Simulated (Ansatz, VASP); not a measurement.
# ScAl7N8: VASP beside Ansatz

```
Al Sc N
1.0
     6.37068    0.00000    0.00000
    -3.18534    5.51717    0.00000
     0.00000    0.00000    5.04927
Al Sc N
7 1 8
Direct
  0.33648 0.16352 0.50145
  0.16808 0.83404 0.99875
  0.33648 0.67296 0.50145
  0.66596 0.33192 0.99875
  0.82704 0.16352 0.50145
  0.66596 0.83404 0.99875
  0.83333 0.66667 0.49798
  0.16667 0.33333 0.99204
  0.16667 0.33333 0.41473
  0.34393 0.15607 0.87692
  0.16535 0.83268 0.37955
  0.34393 0.68786 0.87692
  0.66732 0.33465 0.37955
  0.81214 0.15607 0.87692
  0.66732 0.83268 0.37955
  0.83333 0.66667 0.88123
```

Alike in both runs: functional PBE; k mesh 4 × 4 × 5; no spin polarisation.

Ansatz relaxed the structure, and its values are those at the end. VASP's run is a single point on that final structure, the one shown.

|  | VASP | Ansatz |
| --- | --- | --- |
| version | VASP 6.6.1 | Ansatz 0.2.0 |
| potentials or method | VASP PAW PBE potentials, release 64 (Al, Sc_sv, N) | scalar-relativistic, plane waves, PAW |
| plane-wave cutoff (eV) | 520 | 420 |
| occupations | gaussian, width 0.01 eV | fixed |
| valence electrons in the cell | 72 | 72 |

Ansatz gave:

| Item | Value |
| --- | --- |
| gap on the k mesh at the Fermi level (eV) | 3.88 |
| least direct gap on the mesh (eV) | 3.88 |
| pressure (GPa) | 0.0 |
| rms of the force components (eV/Å) | 0.000 |

Which values does VASP return?

gap on the k mesh at the Fermi level (eV): 3.88; least direct gap on the mesh (eV): 3.88; pressure (GPa): -0.1; rms of the force components (eV/Å): 0.018.
